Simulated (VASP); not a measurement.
Set up this calculation in VASP 6.6.1, as the native input.

```
Task                   : single point
Functional             : PBEsol
Dispersion             : D3(BJ)
Potentials or basis    : VASP PAW PBE potentials, release 64 (C)
Cutoff                 : 520 eV
k mesh                 : 15 × 15 × 15
Occupations            : gaussian, width 0.05 eV
Spin                   : no spin polarisation
Dipole correction      : no
Further INCAR settings : ALGO = Normal; EDIFF = 1e-06; NBANDS = 11
```

The structure of C lies in POSCAR:

```
C
1.0
    1.2290461105      0.7095901028      3.2829684898
   -1.2290461105      0.7095901028      3.2829684898
    0.0000000000     -1.4191802055      3.2829684898
C
2
Direct
    0.1762293581      0.1762293581      0.1762293581
    0.8237706419      0.8237706419      0.8237706419
```

This cell differs from its parent crystal: mode 4 frozen in at +0.095 Å and mode 6 at +0.000 Å (largest displacements).

The input as run:

INCAR

```
SYSTEM = C
ALGO     = Normal         ! electronic algorithm
EDIFF    = 1E-6           ! SCF threshold, eV
ENCUT    = 520            ! plane-wave cutoff, eV
GGA      = PS             ! functional
ISIF     = 2              ! what is computed and relaxed
ISMEAR   = 0              ! smearing method
IVDW     = 12             ! dispersion correction
LASPH    = .TRUE.         ! aspherical terms in the spheres
LCHARG   = .TRUE.         ! write CHGCAR
LELF     = .TRUE.         ! ELF
LREAL    = .FALSE.        ! projectors in reciprocal space
LVHAR    = .TRUE.       
LWAVE    = .FALSE.        ! write WAVECAR
NBANDS   = 11             ! bands
NELM     = 80             ! most SCF steps
PREC     = Accurate       ! precision mode
SIGMA    = 0.05           ! smearing width, eV
```

KPOINTS

```
k-points
0
G
  15 15 15
  0 0 0
```

Potentials or basis: VASP PAW PBE potentials, release 64 (C).

Command:

```sh
$ cat potpaw_PBE.64/C/POTCAR > POTCAR
$ mpirun -np 1 vasp_std > vasp.out
```

Results of the run:

```
Pressure                   : -1.5 GPa
Largest force              : 3.159 eV/Å
Band gap on the k mesh     : 0.46 eV, direct
Dispersion energy per atom : -0.113 eV
```

Caveat: the cell differs from its parent crystal (mode 4 frozen in at +0.095 Å and mode 6 at +0.000 Å (largest displacements)); the PAW data sets were made with another functional, which shifts forces and pressure a little.

Wall time 49 s on 1 thread of Intel(R) Xeon(R) 6975P-C (Granite Rapids), on a shared host, peak memory 0.2 GiB.
